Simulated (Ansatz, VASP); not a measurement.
KTaO3 in VASP and in Ansatz

```
K Ta O
1.0
     3.90873    0.00000    0.00000
     0.00000    3.90873    0.00000
     0.00000    0.00000    3.90873
K Ta O
1 1 3
Direct
  0.50000 0.50000 0.50000
  0.00000 0.00000 0.00000
  0.50000 0.00000 0.00000
  0.00000 0.50000 0.00000
  0.00000 0.00000 0.50000
```

Alike in both runs: task single point; functional r2SCAN; k mesh 6 × 6 × 6; occupations gaussian, width 0.02 eV; no spin polarisation.

|  | VASP | Ansatz |
| --- | --- | --- |
| version | VASP 6.6.1 | Ansatz 0.2.0 |
| potentials or method | VASP PAW PBE potentials, release 64 (K_sv, Ta_pv, O), cutoff 520 eV | scalar-relativistic, plane waves, PAW |
| valence electrons in the cell | 38 | 40 |

Ansatz gave:

```
gap on the k mesh at the Fermi level (eV) : 2.78
least direct gap on the mesh (eV)         : 3.38
pressure (GPa)                            : 14.8
```

What did VASP give for the same quantities?

gap on the k mesh at the Fermi level (eV): 2.75; least direct gap on the mesh (eV): 3.37; pressure (GPa): 16.1.

VASP's potentials were made for PBE, not for r2SCAN. The functional is the same, so the differences come from potentials, cutoffs and numerics. VASP's potentials hold 38 valence electrons a cell and Ansatz's 40, so a difference there can come from the potentials and not from the codes.

Spin-orbit coupling is off throughout.
